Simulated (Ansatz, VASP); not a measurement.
## SiMo3: VASP beside Ansatz

Contents of INCAR:

```
PREC = Accurate
ENCUT = 600
EDIFF = 1E-6
ISMEAR = -1
SIGMA = 0.05
LREAL = F
LASPH = T
NELM = 60
ALGO = Fast
ISIF = 3
LWAVE = F
LCHARG = F
GGA = PE
IBRION = 2
NSW = 60
EDIFFG = -0.01
```

KPOINTS

```
Automatic mesh
0
Gamma
  6 6 6
```

The input POSCAR:

```
SiMo3
1.0
    4.8890000000      0.0000000000      0.0000000000
    0.0000000000      4.8890000000      0.0000000000
    0.0000000000      0.0000000000      4.8890000000
Mo Si
6 2
Direct
    0.0000000000      0.5000000000      0.2500000000
    0.0000000000      0.5000000000      0.7500000000
    0.5000000000      0.2500000000      0.0000000000
    0.7500000000      0.0000000000      0.5000000000
    0.5000000000      0.7500000000      0.0000000000
    0.2500000000      0.0000000000      0.5000000000
    0.5000000000      0.5000000000      0.5000000000
    0.0000000000      0.0000000000      0.0000000000
```

File input.yaml:

```yaml
crystal:
  lattice:
    - [4.889, 0.0, 0.0]
    - [0.0, 4.889, 0.0]
    - [0.0, 0.0, 4.889]
  atoms:
    - { symbol: Mo, position: [0.0, 0.5, 0.25] }
    - { symbol: Mo, position: [0.0, 0.5, 0.75] }
    - { symbol: Mo, position: [0.5, 0.25, 0.0] }
    - { symbol: Mo, position: [0.75, 0.0, 0.5] }
    - { symbol: Mo, position: [0.5, 0.75, 0.0] }
    - { symbol: Mo, position: [0.25, 0.0, 0.5] }
    - { symbol: Si, position: [0.5, 0.5, 0.5] }
    - { symbol: Si, position: [0.0, 0.0, 0.0] }
hamiltonian:
  xc: pbe
  pseudopotentials: { kind: paw }
kpoints:
  mp_grid: { grid: [6, 6, 6] }
scf:
  occupations: { method: fermi_dirac, width: 0.05 }
output:
  forces: true
  stress: true
  eigenvalues: true
  write_density: true
  write_potential: true
  elf: true
  volumetric_format: npy
relax:
  f_tol: 0.01
  max_steps: 40
  cell: { stress_tol: 0.05 }
```

Alike in both runs: task relaxation of cell and atoms; functional PBE; k mesh 6 × 6 × 6; occupations fermi-dirac, width 0.05 eV; no spin polarisation.

```csv
,VASP,Ansatz
version,VASP 6.6.1,Ansatz 0.2.0
potentials or method,"VASP PAW PBE potentials, release 64 (Mo_sv, Si)",Ansatz PAW
plane-wave cutoff (eV),600,420
valence electrons in the cell,92,92
```

```csv
,VASP,Ansatz,Ansatz less VASP
"gap on the k mesh at the Fermi level, each at its own relaxed structure (eV)",none,none,-
relaxed volume (Å³/atom),14.79,14.77,-0.025
relaxed cell length with the largest relative difference (Å),4.909,4.907,-0.0028
```

A gap of «none» marks a metal or a gap that the smearing closes.

Noted on Ansatz's run: the plane-wave basis is chosen anew once the cell has moved, so the energies of steps on either side of that aren't comparable.
